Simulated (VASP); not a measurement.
# HfSiO4 (I4_1/amd) in VASP: further runs, part 2 of 2

VASP 6.6.1. Earlier steps stand in the parts before.

## 3. Single point, PBE

The input, INCAR:

```
ALGO = Normal ; EDIFF = 1E-7
ENCUT = 520 ; GGA = PE
ISIF = 2 ; ISMEAR = 0
LASPH = True ; LCHARG = False
LREAL = False ; LWAVE = False
NBANDS = 50 ; NELM = 80
PREC = Accurate ; SIGMA = 0.01
```

The input, KPOINTS:

```
k-points
0
Gamma
  6 6 6
```

The input, POSCAR:

```
HfSiO4
1.0
   -3.3227521779      3.3227521779      3.0070619560
    3.3227521779     -3.3227521779      3.0070619560
    3.3227521779      3.3227521779     -3.0070619560
Hf Si O
2 2 8
Direct
    0.7500000000      0.2500000000      0.5000000000
    0.0000000000      0.0000000000      0.0000000000
    0.2500000000      0.7500000000      0.5000000000
    0.5000000000      0.5000000000      0.0000000000
    0.1347276352      0.3189190983      0.8158085369
    0.0689190983      0.7531105614      0.6841914631
    0.5031105614      0.3189190983      0.1841914631
    0.0689190983      0.3847276352      0.3158085369
    0.6152723648      0.9310809017      0.6841914631
    0.6810809017      0.8652723648      0.1841914631
    0.2468894386      0.9310809017      0.3158085369
    0.6810809017      0.4968894386      0.8158085369
```

Potentials or basis: VASP PAW PBE potentials, release 64 (Hf_pv, Si, O).

Launch:

```console
$ cat potpaw_PBE.64/Hf_pv/POTCAR potpaw_PBE.64/Si/POTCAR potpaw_PBE.64/O/POTCAR > POTCAR
$ mpirun -np 1 vasp_std > vasp.out
```

OUTCAR:

```text
EDIFF = 1E-7
   ENCUT = 520
   GGA = PE
   ISIF = 2
   ISMEAR = 0
   LASPH = True
   LREAL = False
   NELM = 80
   PREC = Accurate

 ion  position               nearest neighbor table
   1  0.750  0.250  0.500-   5 2.14   7 2.14  10 2.14  12 2.14   6 2.28  11 2.28   9 2.28   8 2.28
                             3 3.01   3 3.01   2 3.65   2 3.65   2 3.65   2 3.65
   2  0.000  0.000  0.000-   6 2.14   8 2.14   9 2.14  11 2.14   7 2.28  12 2.28   5 2.28  10 2.28
                             4 3.01   4 3.01   1 3.65   1 3.65   1 3.65   1 3.65
[... 1510 lines left out ...]
 -----------------------------------------------------------------------------
  energy-cutoff  :      520.00
  volume of cell :      132.80
      direct lattice vectors                 reciprocal lattice vectors
    -3.322752178  3.322752178  3.007061956     0.000000000  0.150477668  0.166275257
     3.322752178 -3.322752178  3.007061956     0.150477668  0.000000000  0.166275257
     3.322752178  3.322752178 -3.007061956     0.150477668  0.150477668  0.000000000

 POSITION                                       TOTAL-FORCE (eV/Angst)
 -----------------------------------------------------------------------------------
      0.00000      3.32275      1.50353        -0.000000     -0.000000     -0.000000
      0.00000      0.00000      0.00000         0.000000     -0.000000     -0.000000
      3.32275      0.00000      1.50353         0.000000     -0.000000     -0.000000
      0.00000      0.00000      3.00706        -0.000000     -0.000000     -0.000000
      3.32275      2.09871     -1.08904        -0.000000     -0.126947     -0.132481
      4.54680      0.00000      0.41449         0.126947     -0.000000     -0.132481
      0.00000      1.22405      1.91802         0.000000      0.126947     -0.132481
      2.09871      0.00000      0.41449        -0.126947     -0.000000     -0.132481
      3.32275      1.22405      2.59257         0.000000      0.126947      0.132481
      1.22405     -0.00000      4.09610         0.126947     -0.000000      0.132481
      3.32275     -1.22405      2.59257         0.000000     -0.126947      0.132481
      2.09871      3.32275      1.08904        -0.126947     -0.000000      0.132481
 -----------------------------------------------------------------------------------
    total drift:                               -0.000000     -0.000000      0.000000

  FREE ENERGIE OF THE ION-ELECTRON SYSTEM (eV)
  ---------------------------------------------------
  free  energy   TOTEN  =      -108.6581866633 eV

  energy  without entropy=     -108.6581866633  energy(sigma->0) =     -108.65818666
```

OSZICAR:

```text
N       E                     dE             d eps       ncg     rms          rms(c)
DAV:   1     0.465591010336E+03    0.46559E+03   -0.42254E+04  3000   0.148E+03
DAV:   2    -0.948919674488E+02   -0.56048E+03   -0.54249E+03  3644   0.367E+02
DAV:   3    -0.125307452929E+03   -0.30415E+02   -0.30270E+02  3664   0.828E+01
DAV:   4    -0.125692208891E+03   -0.38476E+00   -0.38415E+00  3912   0.102E+01
DAV:   5    -0.125697203737E+03   -0.49948E-02   -0.49927E-02  3774   0.108E+00    0.675E+01
DAV:   6    -0.108731916035E+03    0.16965E+02   -0.68794E+01  3476   0.370E+01    0.557E+01
DAV:   7    -0.108687588420E+03    0.44328E-01   -0.34545E+00  3792   0.841E+00    0.399E+01
DAV:   8    -0.108715350450E+03   -0.27762E-01   -0.72114E-01  3740   0.482E+00    0.116E+01
DAV:   9    -0.108657727187E+03    0.57623E-01   -0.26135E-01  3478   0.252E+00    0.263E+00
DAV:  10    -0.108658194500E+03   -0.46731E-03   -0.12175E-02  3808   0.584E-01    0.529E-01
DAV:  11    -0.108658031902E+03    0.16260E-03   -0.11870E-03  3648   0.175E-01    0.222E-01
DAV:  12    -0.108658156541E+03   -0.12464E-03   -0.16007E-04  3598   0.599E-02    0.561E-02
DAV:  13    -0.108658185976E+03   -0.29434E-04   -0.32618E-05  3808   0.296E-02    0.506E-02
DAV:  14    -0.108658186409E+03   -0.43274E-06   -0.19065E-06  3568   0.687E-03    0.693E-03
DAV:  15    -0.108658186604E+03   -0.19587E-06   -0.53783E-07  3664   0.342E-03    0.170E-03
DAV:  16    -0.108658186663E+03   -0.58901E-07   -0.26826E-08  2062   0.880E-04
   1 F= -.10865819E+03 E0= -.10865819E+03  d E =-.589553E-43
```

stdout:

```text
POSCAR found type information on POSCAR HfSiO
 POSCAR found :  3 types and      12 ions
 scaLAPACK will be used
 LDA part: xc-table for (Slater+PW92), standard interpolation
 POSCAR, INCAR and KPOINTS ok, starting setup
 FFT: planning ... GRIDC
 FFT: planning ... GRID_SOFT
 FFT: planning ... GRID
 WAVECAR not read
 entering main loop
```

Wall time 3.6 min (1 thread of Intel Xeon Platinum 8488C (Sapphire Rapids), shared host); peak memory 0.35 GiB.

Results:

```yaml
Free_energy: -108.6582 eV
Pressure: -1.6 GPa
Largest_force: 0.183 eV/Å
Band_gap_on_the_k_mesh: 5.27 eV (least direct gap 5.60 eV)
```

Forces in eV/Å, atoms in the order of the input:
```
Hf   0.000  0.000  0.000
Hf   0.000  0.000  0.000
Si   0.000  0.000  0.000
Si   0.000  0.000  0.000
O    0.000 -0.127 -0.132
O    0.127  0.000 -0.132
O    0.000  0.127 -0.132
O   -0.127  0.000 -0.132
O    0.000  0.127  0.132
O    0.127  0.000  0.132
O    0.000 -0.127  0.132
O   -0.127  0.000  0.132
```

Caveat: spin-orbit coupling is left out, which moves the levels of the heavy elements. A k mesh can miss the band edges.
